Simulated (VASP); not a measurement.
Write the native input for VASP 6.6.1 that does the following.

```yaml
Task: relaxation of the atoms
Functional: PBE
Potentials_or_basis: VASP PAW PBE potentials, release 64 (Al, Be, N, H)
Cutoff: 520 eV
k_mesh: 1 × 1 × 1, shifted
Occupations: gaussian, width 0.01 eV
Spin: no spin polarisation
Dipole_correction: no
Further_INCAR_settings: LREAL = Auto; ALGO = Normal; EDIFF = 1e-06; IBRION = 2; EDIFFG = -0.03; NSW = 100
```

The structure of BeAl15HN16 (a cell with a defect) lies in POSCAR:

```
BeAl15HN16
1.0
    6.2595139100      0.0000000600      0.0000000000
   -3.1297570100      5.4208980300      0.0000000000
    0.0000000000      0.0000000000     10.0348065900
Al Be N H
15 1 16 1
Direct
    0.3333333300      0.1666666700      0.2496176900
    0.3333333300      0.1666666700      0.7496176900
    0.1666666700      0.3333333300      0.9996176900
    0.3333333300      0.6666666700      0.2496176900
    0.1666666700      0.8333333300      0.4996176900
    0.3333333300      0.6666666700      0.7496176900
    0.1666666700      0.8333333300      0.9996176900
    0.8333333300      0.1666666700      0.2496176900
    0.6666666700      0.3333333300      0.4996176900
    0.8333333300      0.1666666700      0.7496176900
    0.6666666700      0.3333333300      0.9996176900
    0.8333333300      0.6666666700      0.2496176900
    0.6666666700      0.8333333300      0.4996176900
    0.8333333300      0.6666666700      0.7496176900
    0.6666666700      0.8333333300      0.9996176900
    0.1666666700      0.3333333300      0.4996176900
    0.3333333300      0.1666666700      0.4403823100
    0.1666666700      0.3333333300      0.1903823100
    0.3333333300      0.1666666700      0.9403823100
    0.1666666700      0.3333333300      0.6903823100
    0.3333333300      0.6666666700      0.4403823100
    0.1666666700      0.8333333300      0.1903823100
    0.3333333300      0.6666666700      0.9403823100
    0.1666666700      0.8333333300      0.6903823100
    0.8333333300      0.1666666700      0.4403823100
    0.6666666700      0.3333333300      0.1903823100
    0.8333333300      0.1666666700      0.9403823100
    0.6666666700      0.3333333300      0.6903823100
    0.8333333300      0.6666666700      0.4403823100
    0.6666666700      0.8333333300      0.1903823100
    0.8333333300      0.6666666700      0.9403823100
    0.6666666700      0.8333333300      0.6903823100
    0.4236020000      0.0763980000      0.4082460000
```

One way to write it, as run:

INCAR

```
ALGO     = Normal         # electronic algorithm
EDIFF    = 1E-6           # SCF threshold, eV
EDIFFG   = -0.03          # ionic threshold
ENCUT    = 520            # plane-wave cutoff, eV
GGA      = PE             # functional
IBRION   = 2              # ionic algorithm
ISIF     = 2              # what is computed and relaxed
ISMEAR   = 0              # smearing method
LASPH    = T              # aspherical terms in the spheres
LCHARG   = F              # write CHGCAR
LREAL    = Auto         
LWAVE    = F              # write WAVECAR
NELM     = 60             # most SCF steps
NSW      = 100            # ionic steps
PREC     = Accurate       # precision mode
SIGMA    = 0.01           # smearing width, eV
```

KPOINTS

```
Automatic mesh
0
Gamma
  1 1 1
  0.25 0.25 0.25
```

Potentials or basis: VASP PAW PBE potentials, release 64 (Al, Be, N, H).

Command:

```sh
$ cat potpaw_PBE.64/Al/POTCAR potpaw_PBE.64/Be/POTCAR potpaw_PBE.64/N/POTCAR potpaw_PBE.64/H/POTCAR > POTCAR
$ mpirun -np 1 vasp_std > vasp.out
```

Results of the run:

```
Energy gained by relaxing    : 35.1 meV/atom
Ionic steps                  : 26
Pressure after relaxing      : -0.7 GPa
Largest force after relaxing : 0.020 eV/Å
Band gap on the k mesh       : 5.40 eV
```

Caveat: the k points lie up to 0.58 Å⁻¹ apart.

It took 36 min on 1 thread of Intel(R) Xeon(R) Platinum 8259CL CPU @ 2.50GHz (Skylake/Cascade Lake), on a shared host, peak memory 0.52 GiB.
